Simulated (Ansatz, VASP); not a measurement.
## Two plane-wave programs on Al

File INCAR:

```
PREC = Accurate
ENCUT = 520
EDIFF = 1E-6
ISMEAR = -1
SIGMA = 0.1
LREAL = False
LASPH = True
NELM = 60
ALGO = Normal
ISIF = 2
LWAVE = False
LCHARG = False
GGA = PE
NBANDS = 14
```

KPOINTS

```
Automatic mesh
0
Gamma
  17 17 5
```

The input POSCAR:

```
Al
1.0
    2.8819538679      0.0000000000      0.0000000000
   -1.4409769340      2.4958452622      0.0000000000
    0.0000000000      0.0000000000      9.5785072844
Al
4
Direct
    0.0000000000      0.0000000000      1.0000000000
    0.0000000000      0.0000000000      0.5000000000
    0.3333333333      0.6666666667      0.2500000000
    0.6666666667      0.3333333333      0.7500000000
```

Input for Ansatz:

```yaml
crystal:
  lattice:
    - [2.8819538679, 0.0, 0.0]
    - [-1.440976934, 2.4958452622, 0.0]
    - [0.0, 0.0, 9.5785072844]
  atoms:
    - { symbol: Al, position: [0.0, 0.0, 1.0] }
    - { symbol: Al, position: [0.0, 0.0, 0.5] }
    - { symbol: Al, position: [0.3333333333, 0.6666666667, 0.25] }
    - { symbol: Al, position: [0.6666666667, 0.3333333333, 0.75] }
hamiltonian:
  xc: pbe
  pseudopotentials:
    kind: paw
    azcp:
      Al: "pseudopotentials/Al.paw.azcp"
basis:
  ecutwfc: 420
  fft_grid_basis: typed
kpoints:
  mp_grid: { grid: [17, 17, 5], shift: [0, 0, 0] }
magnetization:
  spin_polarized: false
scf:
  occupations: { method: fermi_dirac, width: 0.1 }
output:
  stress: true
```

Alike in both runs: task single point; functional PBE; k mesh 17 × 17 × 5; occupations fermi-dirac, width 0.1 eV; no spin polarisation.

```csv
,VASP,Ansatz
version,VASP 6.6.1,Ansatz 0.2.0
potentials or method,"VASP PAW PBE potentials, release 64 (Al), cutoff 520 eV","plane waves (420 eV) with PAW, scalar-relativistic"
valence electrons in the cell,12,12
```

```tsv
	VASP	Ansatz	Ansatz less VASP
pressure (GPa)	-2.7	-2.7	+0.03
traceless stress, the component that is largest in VASP (GPa)	-0.53	-0.53	-0.007
```

The functional is the same, so the differences come from potentials, cutoffs and numerics.
